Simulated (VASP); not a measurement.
# NaCl (Fm-3m) in VASP: further runs

NaCl is run at these levels: PBE, HSE06, PBE-based global hybrid with 100 % exact exchange, PBE-based global hybrid with 35 % exact exchange; tasks: single point.

Program: VASP 6.6.1. These are calculated values, not measurements. Logs are shortened: lines on timing, memory, paths and dates and some standing lists are left out, and cuts for length are marked.

## Step 1: The cell of the first run

The structure is cubic, space group Fm-3m (No. 225). Conventional cell: a = 5.605 Å, b = 5.605 Å, c = 5.605 Å, α = 90.00°, β = 90.00°, γ = 90.00°. Na (site symmetry m-3m) has 6 Cl at 2.80 Å within 3.7 Å. Cl (site symmetry m-3m) has 6 Na at 2.80 Å within 3.7 Å.

## Step 2: Single point, PBE

Input file INCAR:

```
SYSTEM = NaCl
  PREC = Accurate
  ENCUT = 520
  EDIFF = 1E-7
  ISMEAR = 0
  SIGMA = 0.01
  LREAL = .FALSE.
  LASPH = .TRUE.
  NELM = 100
  ALGO = Normal
  ISIF = 2
  LWAVE = .FALSE.
  LCHARG = .FALSE.
  GGA = PE
  NBANDS = 14
```

Input file KPOINTS:

```
Automatic mesh
0
G
  6 6 6
  0 0 0
```

Input file POSCAR:

```
NaCl
1.0
    0.0000000000      2.8026988303      2.8026988303
    2.8026988303      0.0000000000      2.8026988303
    2.8026988303      2.8026988303      0.0000000000
Na Cl
1 1
Direct
    0.0000000000      0.0000000000      0.0000000000
    0.5000000000      0.5000000000      0.5000000000
```

Potentials or basis: VASP PAW PBE potentials, release 64 (Na_pv, Cl).

Run with:

```sh
> cat potpaw_PBE.64/Na_pv/POTCAR potpaw_PBE.64/Cl/POTCAR > POTCAR
> mpirun -np 1 vasp_std > vasp.out
```

OUTCAR:

```text
SYSTEM = NaCl
   PREC = Accurate
   ENCUT = 520
   EDIFF = 1E-7
   ISMEAR = 0
   LREAL = .FALSE.
   LASPH = .TRUE.
   NELM = 100
   ISIF = 2
   GGA = PE

 ion  position               nearest neighbor table
   1  0.000  0.000  0.000-
   2  0.500  0.500  0.500-

  LATTYP: Found a face centered cubic cell.
 ALAT       =     5.6053976606

  Lattice vectors:

 A1 = (   0.0000000000,   2.8026988303,   2.8026988303)
 A2 = (   2.8026988303,   0.0000000000,   2.8026988303)
 A3 = (   2.8026988303,   2.8026988303,   0.0000000000)

Analysis of symmetry for initial positions (statically):
=====================================================================
 Subroutine PRICEL returns:
 Original cell was already a primitive cell.

 Routine SETGRP: Setting up the symmetry group for a
 face centered cubic supercell.

 Subroutine GETGRP returns: Found 48 space group operations
 (whereof 48 operations were pure point group operations)
 out of a pool of 48 trial point group operations.

The static configuration has the point symmetry O_h .

Analysis of symmetry for dynamics (positions and initial velocities):
=====================================================================
 Subroutine PRICEL returns:
 Original cell was already a primitive cell.

 Routine SETGRP: Setting up the symmetry group for a
 face centered cubic supercell.

 Subroutine GETGRP returns: Found 48 space group operations
 (whereof 48 operations were pure point group operations)
 out of a pool of 48 trial point group operations.

The dynamic configuration has the point symmetry O_h .

 Subroutine INISYM returns: Found 48 space group operations
 (whereof 48 operations are pure point group operations),
 and found     1 'primitive' translations

----------------------------------------------------------------------------------------

                                     Primitive cell

  volume of cell :      44.0311

  direct lattice vectors                    reciprocal lattice vectors
     0.000000000  2.802698830  2.802698830    -0.178399475  0.178399475  0.178399475
     2.802698830  0.000000000  2.802698830     0.178399475 -0.178399475  0.178399475
     2.802698830  2.802698830  0.000000000     0.178399475  0.178399475 -0.178399475

  length of vectors
     3.963614697  3.963614697  3.963614697     0.308996955  0.308996955  0.308996955

  position of ions in fractional coordinates (direct lattice)
     0.000000000  0.000000000  0.000000000
     0.500000000  0.500000000  0.500000000

  ion indices of the primitive-cell ions
   primitive index   ion index
                 1           1
                 2           2

----------------------------------------------------------------------------------------

 KPOINTS: Automatic mesh

Automatic generation of k-mesh.
 Grid dimensions read from file:
 generate k-points for:    6    6    6

 Generating k-lattice:

  Cartesian coordinates                     Fractional coordinates (reciprocal lattice)
    -0.029733246  0.029733246  0.029733246     0.166666667  0.000000000  0.000000000
     0.029733246 -0.029733246  0.029733246     0.000000000  0.166666667  0.000000000
     0.029733246  0.029733246 -0.029733246     0.000000000  0.000000000  0.166666667

  Length of vectors
     0.051499492  0.051499492  0.051499492

  Shift w.r.t. Gamma in fractional coordinates (k-lattice)
     0.000000000  0.000000000  0.000000000

 Subroutine IBZKPT returns following result:
 ===========================================

 Found     16 irreducible k-points:

 Following reciprocal coordinates:
            Coordinates               Weight
  0.000000  0.000000  0.000000      1.000000
  0.166667  0.000000  0.000000      8.000000
  0.333333  0.000000  0.000000      8.000000
  0.500000  0.000000  0.000000      4.000000
  0.166667  0.166667  0.000000      6.000000
  0.333333  0.166667  0.000000     24.000000
[... 8 lines left out ...]
 -0.333333  0.333333  0.166667     24.000000
 -0.333333  0.500000  0.166667     12.000000
   k-points           NKPTS =     16   k-points in BZ     NKDIM =     16   number of bands    NBANDS=     14
   number of dos      NEDOS =    301   number of ions     NIONS =      2
   total plane-waves  NPLWV =  27000
   dimension x,y,z NGX =    30 NGY =   30 NGZ =   30
   dimension x,y,z NGXF=    60 NGYF=   60 NGZF=   60
   ions per type =               1   1
   NGX,Y,Z   is equivalent  to a cutoff of  12.58, 12.58, 12.58 a.u.
   NGXF,Y,Z  is equivalent  to a cutoff of  25.17, 25.17, 25.17 a.u.
 SYSTEM =  NaCl
   PREC   = accura    normal or accurate (medium, high low for compatibility)
   ISTART =      0    job   : 0-new  1-cont  2-samecut
   ICHARG =      2    charge: 1-file 2-atom 10-const
   ISPIN  =      1    spin polarized calculation?
   LNONCOLLINEAR =      F non collinear calculations
   LSORBIT =      F    spin-orbit coupling
   LASPH  =      T    aspherical Exc in radial PAW
   ENCUT  =  520.0 eV  38.22 Ry    6.18 a.u.   7.37  7.37  7.37*2*pi/ulx,y,z
   NELM   =    100;   NELMIN=  2; NELMDL= -5     # of ELM steps
   EDIFF  = 0.1E-06   stopping-criterion for ELM
   LREAL  =      F    real-space projection
   EDIFFG = 0.1E-05   stopping-criterion for IOM
   NSW    =      0    number of steps for IOM
   IBRION =     -1    ionic relax: 0-MD 1-quasi-New 2-CG
   NFREE  =      0    steps in history (QN), initial steepest desc. (CG)
   ISIF   =      2    stress and relaxation
   ISYM   =      2    0-nonsym 1-usesym 2-fastsym
   POTIM  = 0.5000    time-step for ionic-motion
   TEBEG  =    0.0;   TEEND  =   0.0 temperature during run
   PSTRESS=    0.0 pullay stress
   NELECT =      14.0000    total number of electrons
   NUPDOWN=      -1.0000    fix difference up-down
   EMIN   =  10.00;   EMAX   =-10.00  energy-range for DOS
   EFERMI =   0.00;   METHOD = LEGACY
   ISMEAR =     0;   SIGMA  =   0.01  broadening in eV -4-tet -1-fermi 0-gaus
   EFERMI_NEDOS =   21; number of points for ismear=-14 and -15
   IALGO  =     38    algorithm
   IMIX   =      4    mixing-type and parameters
     AMIX     =   0.40;   BMIX     =  1.00
     AMIX_MAG =   1.60;   BMIX_MAG =  1.00
  volume/ion in A,a.u.               =      22.02       148.57
  Fermi-wavevector in a.u.,A,eV,Ry     =   1.117372  2.111527 16.987145  1.248520
  Thomas-Fermi vector in A             =   2.253994
   LORBIT       =      0    0 simple, 1 ext, 2 COOP (PROOUT), +10 PAW based schemes
   GGA     = PE    functional components
   LHFCALC =     F    Hartree Fock is set to
   AEXX    =    0.0000 exact exchange contribution
   IVDW    =     0    specifies the selected vdW correction
   LEPSILON=     F    determine dielectric tensor
   LRPA    =     F    only Hartree local field effects (RPA)
 non-spin polarized calculation
 Gauss-broadening in eV      SIGMA  =   0.01
  energy-cutoff  :      520.00
  volume of cell :       44.03
 maximum number of plane-waves:      1243
 NGX is ok and might be reduce to    30
   NGX = 15   NGY = 15   NGZ = 15

 number of electron      14.0000003 magnetization

 Free energy of the ion-electron system (eV)
  ---------------------------------------------------
  ext. energy  EPLUGINS =         0.00000000
  ---------------------------------------------------
  free energy    TOTEN  =        -6.76940652 eV

  energy without entropy =       -6.76940652  energy(sigma->0) =       -6.76940652

 E-fermi :  -0.4914     XC(G=0):  -8.2452

 val. band max:       -0.6237217740   @ k =   0.0000   0.0000   0.0000
 cond. band min:       4.5560158869   @ k =   0.0000   0.0000   0.0000
 fundamental gap:      5.1797376609
 Fermi energy:        -0.4913945951

 k-point     1 :       0.0000    0.0000    0.0000
  band No.  band energies     occupation
      1     -21.4067      2.00000
      2     -21.4067      2.00000
      3     -21.4067      2.00000
      4     -13.3246      2.00000
      5      -0.6237      2.00000
      6      -0.6237      2.00000
      7      -0.6237      2.00000
      8       4.5560      0.00000
      9      10.5156      0.00000
     10      10.5156      0.00000
     11      10.5156      0.00000
     12      12.7003      0.00000
     13      12.7003      0.00000
     14      14.3386      0.00000

 k-point     2 :       0.1667    0.0000    0.0000
  band No.  band energies     occupation
      1     -21.4147      2.00000
      2     -21.4072      2.00000
      3     -21.4072      2.00000
      4     -13.2395      2.00000
      5      -1.2410      2.00000
      6      -0.6954      2.00000
      7      -0.6954      2.00000
      8       5.3796      0.00000
      9       9.7324      0.00000
     10      10.8058      0.00000
     11      10.8058      0.00000
     12      12.3861      0.00000
     13      12.3861      0.00000
     14      15.4613      0.00000

 k-point     3 :       0.3333    0.0000    0.0000
  band No.  band energies     occupation
      1     -21.4306      2.00000
      2     -21.4084      2.00000
      3     -21.4084      2.00000
      4     -13.0617      2.00000
      5      -2.1976      2.00000
      6      -0.8321      2.00000
      7      -0.8321      2.00000
      8       6.4859      0.00000
      9       9.5484      0.00000
     10      10.6260      0.00000
     11      10.6260      0.00000
     12      13.4903      0.00000
     13      13.4903      0.00000
     14      14.7475      0.00000

 k-point     4 :       0.5000    0.0000    0.0000
  band No.  band energies     occupation
      1     -21.4385      2.00000
      2     -21.4090      2.00000
      3     -21.4089      2.00000
      4     -12.9685      2.00000
      5      -2.6029      2.00000
      6      -0.8974      2.00000
      7      -0.8974      2.00000
      8       6.6833      0.00000
      9      10.1532      0.00000
     10      10.3944      0.00000
     11      10.3944      0.00000
     12      14.4865      0.00000
     13      15.6229      0.00000
     14      15.6229      0.00000

 k-point     5 :       0.1667    0.1667    0.0000
  band No.  band energies     occupation
      1     -21.4140      2.00000
      2     -21.4088      2.00000
      3     -21.4088      2.00000
      4     -13.2151      2.00000
      5      -1.2608      2.00000
      6      -0.7925      2.00000
      7      -0.7925      2.00000
      8       5.6517      0.00000
      9       9.2655      0.00000
     10      11.1691      0.00000
     11      11.1691      0.00000
[... 140 lines left out ...]
 k-point    14 :       0.5000    0.3333    0.1667
  band No.  band energies     occupation
      1     -21.4277      2.00000
      2     -21.4162      2.00000
      3     -21.4115      2.00000
      4     -12.9719      2.00000
      5      -2.1229      2.00000
      6      -1.3892      2.00000
      7      -1.0607      2.00000
      8       7.8370      0.00000
      9       8.5901      0.00000
     10       9.2636      0.00000
     11      11.7688      0.00000
     12      13.0629      0.00000
     13      15.5643      0.00000
     14      16.0559      0.00000

 k-point    15 :      -0.3333    0.3333    0.1667
  band No.  band energies     occupation
      1     -21.4283      2.00000
      2     -21.4186      2.00000
      3     -21.4133      2.00000
      4     -12.9187      2.00000
      5      -2.1351      2.00000
      6      -1.6349      2.00000
      7      -1.1723      2.00000
      8       8.3429      0.00000
      9       8.6045      0.00000
     10       9.4188      0.00000
     11      11.3308      0.00000
     12      13.7052      0.00000
     13      15.1496      0.00000
     14      16.1432      0.00000

 k-point    16 :      -0.3333    0.5000    0.1667
  band No.  band energies     occupation
      1     -21.4251      2.00000
      2     -21.4186      2.00000
      3     -21.4172      2.00000
      4     -12.9063      2.00000
      5      -2.0990      2.00000
      6      -1.5604      2.00000
      7      -1.3604      2.00000
      8       7.8309      0.00000
      9       8.2898      0.00000
     10       9.9721      0.00000
     11      11.5493      0.00000
     12      14.7286      0.00000
     13      15.7285      0.00000
     14      15.8382      0.00000

------------------------ aborting loop because EDIFF is reached ----------------------------------------

  FORCE on cell =-STRESS in cart. coord.  units (eV):
  Direction    XX          YY          ZZ          XY          YZ          ZX
  --------------------------------------------------------------------------------------
  -------------------------------------------------------------------------------------
  Total        0.3408416      0.3408416      0.3408416      0.0000000      0.0000000      0.0000000
  in kB       12.4023488     12.4023488     12.4023488      0.0000000      0.0000000      0.0000000
  external PRESSURE =      12.4023488 kB  Pullay stress =       0.0000000 kB

 VOLUME and BASIS-vectors are now :
 -----------------------------------------------------------------------------
  energy-cutoff  :      520.00
  volume of cell :       44.03
      direct lattice vectors                 reciprocal lattice vectors
     0.000000000  2.802698830  2.802698830    -0.178399475  0.178399475  0.178399475
     2.802698830  0.000000000  2.802698830     0.178399475 -0.178399475  0.178399475
     2.802698830  2.802698830  0.000000000     0.178399475  0.178399475 -0.178399475

 POSITION                                       TOTAL-FORCE (eV/Angst)
 -----------------------------------------------------------------------------------
      0.00000      0.00000      0.00000         0.000000      0.000000      0.000000
      2.80270      2.80270      2.80270        -0.000000     -0.000000     -0.000000
 -----------------------------------------------------------------------------------
    total drift:                               -0.000000      0.000000      0.000000

  FREE ENERGIE OF THE ION-ELECTRON SYSTEM (eV)
  ---------------------------------------------------
  free  energy   TOTEN  =        -6.7694065153 eV

  energy  without entropy=       -6.7694065153  energy(sigma->0) =       -6.76940652
```

It took 20 s on 1 thread of Intel Xeon 8259CL, shared host; peak memory 0.16 GiB.

Results:

* Free energy: -6.7694 eV
* Pressure: 1.2 GPa
* Band gap on the k mesh: 5.18 eV

(Continued in part 2 of 3.)
